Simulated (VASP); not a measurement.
The system is BaTiO3.

```
Ba Ti O
1.0
     2.84609    1.64319    2.33375
    -2.84609    1.64319    2.33375
     0.00000   -3.28638    2.33375
Ba Ti O
1 1 3
Cartesian
  0.0000 0.0000 0.0000
  0.0000 0.0000 3.3921
  1.3977 -0.8070 2.4147
  -1.3977 -0.8070 2.4147
  0.0000 1.6139 2.4147
```

This cell differs from its parent crystal: volume scaled by 1.02.

Base run:

- Program: VASP 6.6.1
- Functional: PBEsol
- Potentials or basis: VASP PAW PBE potentials, release 64 (Ba_sv, Ti_sv, O)
- Cutoff: 600 eV
- k mesh: 7 × 7 × 7
- Occupations: fermi-dirac, width 0.05 eV
- Spin: no spin polarisation

Its results: band gap on the k mesh 2.35 eV, indirect (least direct gap 2.70 eV); pressure -2.9 GPa; largest force 0.131 eV/Å.

**Question.** The run is repeated on the same cell with these changes: functional from PBEsol to PBE; cutoff from 600 eV to 520 eV; further incar settings from ALGO = Normal; EDIFF = 1e-06; NBANDS = 28 to ALGO = Normal; EDIFF = 1e-07; NBANDS = 28. What comes out?

**Answer.** Band gap on the k mesh 2.39 eV, indirect (least direct gap 2.74 eV); pressure 3.3 GPa; largest force 0.123 eV/Å.

Caveats: spin-orbit coupling is left out, which moves the levels of the heavy elements; the PAW data sets were made with another functional, which shifts forces and pressure a little (some runs).

A k mesh can miss the band edges.
